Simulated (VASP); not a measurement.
# K (Im-3m) in VASP: notebook

The runs below take K through single point, relaxation of volume and atoms at fixed shape, with LDA.

Program: VASP 6.6.1. These are calculated values, not measurements. Logs are shortened: lines on timing, memory, paths and dates and some standing lists are left out, and cuts for length are marked.

## Step 1: The cell of the first run

Symmetry: Im-3m, No. 229, cubic system. The conventional cell has a = 5.044 Å, b = 5.044 Å, c = 5.044 Å, α = 90.00°, β = 90.00°, γ = 90.00°. Within 5.7 Å of K (site symmetry m-3m) lie 14 K at 4.37 to 5.04 Å.

## Step 2: Single point, LDA

The input, INCAR:

```
SYSTEM = K
ALGO = Normal
EDIFF = 1E-7
ENCUT = 520
ISIF = 2
ISMEAR = -1
LASPH = .TRUE.
LCHARG = .FALSE.
LREAL = .FALSE.
LWAVE = .FALSE.
NBANDS = 10
NELM = 100
PREC = Accurate
SIGMA = 0.02
```

The input, KPOINTS:

```
k-points
0
G
  7 7 7
  0 0 0
```

The input, POSCAR:

```
K
1.0
    4.3679927606     -0.0000000242     -0.0000000419
   -1.4559975641      4.1181830763     -0.0000000419
   -1.4559975641     -2.0590914777      3.5664511965
K
1
Direct
    0.0000000000      0.0000000000      0.0000000000
```

Potentials or basis: VASP PAW LDA potentials, release 64 (K_sv).

The run is started by

```
$ cat potpaw_LDA.64/K_sv/POTCAR > POTCAR
$ mpirun -np 1 vasp_std > vasp.out
```

OUTCAR:

```text
SYSTEM = K
   EDIFF = 1E-7
   ENCUT = 520
   ISIF = 2
   ISMEAR = -1
   LASPH = .TRUE.
   LREAL = .FALSE.
   NELM = 100
   PREC = Accurate

 ion  position               nearest neighbor table
   1  0.000  0.000  0.000-

  LATTYP: Found a body centered cubic cell.
 ALAT       =     5.0437235924

  Lattice vectors:

 A1 = (   4.3679927606,  -0.0000000242,  -0.0000000419)
 A2 = (  -1.4559975641,   4.1181830763,  -0.0000000419)
 A3 = (  -1.4559975641,  -2.0590914777,   3.5664511965)

Analysis of symmetry for initial positions (statically):
=====================================================================
 Subroutine PRICEL returns:
 Original cell was already a primitive cell.

 Routine SETGRP: Setting up the symmetry group for a
 body centered cubic supercell.

 Subroutine GETGRP returns: Found 48 space group operations
 (whereof 48 operations were pure point group operations)
 out of a pool of 48 trial point group operations.

The static configuration has the point symmetry O_h .

Analysis of symmetry for dynamics (positions and initial velocities):
=====================================================================
 Subroutine PRICEL returns:
 Original cell was already a primitive cell.

 Routine SETGRP: Setting up the symmetry group for a
 body centered cubic supercell.

 Subroutine GETGRP returns: Found 48 space group operations
 (whereof 48 operations were pure point group operations)
 out of a pool of 48 trial point group operations.

The dynamic configuration has the point symmetry O_h .

 Subroutine INISYM returns: Found 48 space group operations
 (whereof 48 operations are pure point group operations),
 and found     1 'primitive' translations

----------------------------------------------------------------------------------------

                                     Primitive cell

  volume of cell :      64.1540

  direct lattice vectors                    reciprocal lattice vectors
     4.367992761 -0.000000024 -0.000000042     0.228938110  0.080941845  0.140195384
    -1.455997564  4.118183076 -0.000000042     0.000000003  0.242825535  0.140195384
    -1.455997564 -2.059091478  3.566451197     0.000000003  0.000000004  0.280390774

  length of vectors
     4.367992761  4.367992761  4.367992761     0.280390774  0.280390774  0.280390774

  position of ions in fractional coordinates (direct lattice)
     0.000000000  0.000000000  0.000000000

  ion indices of the primitive-cell ions
[... 72 lines left out ...]
   NSW    =      0    number of steps for IOM
   IBRION =     -1    ionic relax: 0-MD 1-quasi-New 2-CG
   NFREE  =      0    steps in history (QN), initial steepest desc. (CG)
   ISIF   =      2    stress and relaxation
   ISYM   =      2    0-nonsym 1-usesym 2-fastsym
   POTIM  = 0.5000    time-step for ionic-motion
   TEBEG  =    0.0;   TEEND  =   0.0 temperature during run
   PSTRESS=    0.0 pullay stress
   NELECT =       9.0000    total number of electrons
   NUPDOWN=      -1.0000    fix difference up-down
   EMIN   =  10.00;   EMAX   =-10.00  energy-range for DOS
   EFERMI =   0.00;   METHOD = LEGACY
   ISMEAR =    -1;   SIGMA  =   0.02  broadening in eV -4-tet -1-fermi 0-gaus
   EFERMI_NEDOS =   21; number of points for ismear=-14 and -15
   IALGO  =     38    algorithm
   IMIX   =      4    mixing-type and parameters
     AMIX     =   0.40;   BMIX     =  1.00
     AMIX_MAG =   1.60;   BMIX_MAG =  1.00
  volume/ion in A,a.u.               =      64.15       432.93
  Fermi-wavevector in a.u.,A,eV,Ry     =   0.850644  1.607484  9.845105  0.723595
  Thomas-Fermi vector in A             =   1.966653
   LORBIT       =      0    0 simple, 1 ext, 2 COOP (PROOUT), +10 PAW based schemes
   GGA     = CA    functional components
   LHFCALC =     F    Hartree Fock is set to
   AEXX    =    0.0000 exact exchange contribution
   IVDW    =     0    specifies the selected vdW correction
   LEPSILON=     F    determine dielectric tensor
   LRPA    =     F    only Hartree local field effects (RPA)
 non-spin polarized calculation
  energy-cutoff  :      520.00
  volume of cell :       64.15
 maximum number of plane-waves:      1737
   NGX = 17   NGY = 17   NGZ = 17

 number of electron       8.9999998 magnetization

 Free energy of the ion-electron system (eV)
  ---------------------------------------------------
  ext. energy  EPLUGINS =         0.00000000
  ---------------------------------------------------
  free energy    TOTEN  =        -1.16713116 eV

  energy without entropy =       -1.16541996  energy(sigma->0) =       -1.16627556

 E-fermi :  -0.0493     XC(G=0):  -6.2328

 val. band max:       -0.0768189391   @ k =  -0.2857   0.4286   0.1429
 cond. band min:       0.1290493296   @ k =  -0.4286   0.4286   0.1429
 fundamental gap:      0.2058682687
 Fermi energy:        -0.0492594773

 k-point     1 :       0.0000    0.0000    0.0000
  band No.  band energies     occupation
      1     -31.7414      2.00000
      2     -15.4080      2.00000
      3     -15.4080      2.00000
      4     -15.4080      2.00000
      5      -2.3657      2.00000
      6       4.2821      0.00000
      7       4.2821      0.00000
      8       4.2821      0.00000
      9       5.3115      0.00000
     10       5.3115      0.00000
[... 235 lines left out ...]
 k-point    20 :      -0.4286    0.4286    0.4286
  band No.  band energies     occupation
      1     -31.7271      2.00000
      2     -15.4882      2.00000
      3     -15.4844      2.00000
      4     -15.4844      2.00000
      5       1.3412      0.00000
      6       1.6959      0.00000
      7       3.7403      0.00000
      8       3.7686      0.00000
      9       3.7686      0.00000
     10       6.3796      0.00000

------------------------ aborting loop because EDIFF is reached ----------------------------------------

  FORCE on cell =-STRESS in cart. coord.  units (eV):
  Direction    XX          YY          ZZ          XY          YZ          ZX
  --------------------------------------------------------------------------------------
  -------------------------------------------------------------------------------------
  Total       -0.0112910     -0.0112910     -0.0112910      0.0000000      0.0000000      0.0000000
  in kB       -0.2819810     -0.2819810     -0.2819810      0.0000000      0.0000000      0.0000000
  external PRESSURE =      -0.2819810 kB  Pullay stress =       0.0000000 kB

 VOLUME and BASIS-vectors are now :
 -----------------------------------------------------------------------------
  energy-cutoff  :      520.00
  volume of cell :       64.15
      direct lattice vectors                 reciprocal lattice vectors
     4.367992761 -0.000000024 -0.000000042     0.228938110  0.080941845  0.140195384
    -1.455997564  4.118183076 -0.000000042     0.000000003  0.242825535  0.140195384
    -1.455997564 -2.059091478  3.566451197     0.000000003  0.000000004  0.280390774

 POSITION                                       TOTAL-FORCE (eV/Angst)
 -----------------------------------------------------------------------------------
      0.00000      0.00000      0.00000        -0.000000     -0.000000      0.000000
 -----------------------------------------------------------------------------------
    total drift:                               -0.000000     -0.000000     -0.000000

  FREE ENERGIE OF THE ION-ELECTRON SYSTEM (eV)
  ---------------------------------------------------
  free  energy   TOTEN  =        -1.1671311627 eV

  energy  without entropy=       -1.1654199566  energy(sigma->0) =       -1.16627556
```

OSZICAR:

```text
N       E                     dE             d eps       ncg     rms          rms(c)
DAV:   1     0.499034461454E+02    0.49903E+02   -0.35127E+03   400   0.687E+02
DAV:   2     0.548499135956E+00   -0.49355E+02   -0.48742E+02   430   0.211E+02
DAV:   3    -0.112399766840E+01   -0.16725E+01   -0.16445E+01   614   0.285E+01
DAV:   4    -0.116827568936E+01   -0.44278E-01   -0.43580E-01   538   0.391E+00
DAV:   5    -0.116902097336E+01   -0.74528E-03   -0.74448E-03   652   0.388E-01    0.247E+00
DAV:   6    -0.116757410031E+01    0.14469E-02   -0.19889E-03   584   0.307E-01    0.156E+00
DAV:   7    -0.116711453400E+01    0.45957E-03   -0.34978E-03   534   0.360E-01    0.676E-02
DAV:   8    -0.116712427817E+01   -0.97442E-05   -0.39183E-04   550   0.192E-01    0.221E-02
DAV:   9    -0.116713181092E+01   -0.75328E-05   -0.14849E-05   516   0.336E-02    0.108E-02
DAV:  10    -0.116713110122E+01    0.70971E-06   -0.55019E-06   584   0.202E-02    0.181E-03
DAV:  11    -0.116713116266E+01   -0.61445E-07   -0.11199E-07   408   0.215E-03
   1 F= -.11671312E+01 E0= -.11662756E+01  d E =-.171121E-02
```

It took 9.9 s on 1 thread of Intel Xeon 8259CL, shared host; peak memory 0.15 GiB.

What came out:

```
Free energy : -1.1671 eV
Pressure    : 0.0 GPa
```

## Step 3: Relaxation of volume and atoms at fixed shape, LDA

This run uses another cell than the first one, of 71.32 Å³/atom, 1.112 times its volume.

The input, INCAR:

```
SYSTEM = K
ALGO = Normal
EDIFF = 1E-6
EDIFFG = -0.02
ENCUT = 600
GGA = CA
IBRION = 2
ISIF = 8
ISMEAR = -1
LASPH = .TRUE.
LCHARG = .FALSE.
LREAL = .FALSE.
LWAVE = .FALSE.
NELM = 100
NSW = 80
PREC = Accurate
SIGMA = 0.02
```

KPOINTS is that of step 2.

The input, POSCAR:

```
K
1.0
    4.5249830000      0.0000000000      0.0000000000
   -1.5083276194      4.2661949021      0.0000000000
   -1.5083276194     -2.1330973508      3.6946332206
K
1
Direct
    0.0000000000      0.0000000000      0.0000000000
```

Potentials or basis: VASP PAW LDA potentials, release 64 (K_sv).

The run is started by

```
$ cat potpaw_LDA.64/K_sv/POTCAR > POTCAR
$ mpirun -np 1 vasp_std > vasp.out
```

Run time: 60 s. Hardware: 1 thread of Intel Xeon 8259CL, shared host; peak memory 0.19 GiB.

The run converged. Its results:

```
Free energy                            : -1.1673 eV
Relaxed volume                         : 64.02 Å³/atom
Relaxed cell                           : a = 4.365 Å, b = 4.365 Å, c = 4.365 Å, α = 109.47°, β = 109.47°, γ = 109.47°
Space group after relaxing (to 0.05 Å) : Im-3m (No. 229)
Energy gained by relaxing              : 10.0 meV/atom
Ionic steps                            : 5
Pressure after relaxing                : 0.0 GPa
```

Step by step:
| step | energy change (eV) | largest force (eV/Å) | pressure (GPa) | volume (Å³) |
| --- | --- | --- | --- | --- |
| 1 | 0.0000 | 0.0000 | -0.40 | 71.32 |
| 2 | -0.0041 | 0.0000 | -0.32 | 69.51 |
| 3 | -0.0089 | 0.0000 | -0.16 | 66.29 |
| 4 | -0.0065 | 0.0000 | 0.30 | 60.14 |
| 5 | -0.0100 | 0.0000 | -0.01 | 64.02 |

Final structure:
```
CELL_PARAMETERS angstrom
4.36503 0.00000 0.00000
-1.45501 4.11539 0.00000
-1.45501 -2.05770 3.56403
ATOMIC_POSITIONS crystal
K 0.00000 0.00000 0.00000
```

Levels at points of the mesh, in eV from the Fermi level:
```csv
k point,band 1,band 2,band 3,band 4,band 5,band 6,band 7,band 8
"(0.00, 0.00, 0.00)",-31.69,-15.36,-15.36,-15.36,-2.32,4.33,4.33,4.33
```

Caveat: the volume moved by -10 % from the deposited cell, more than functionals usually miss.
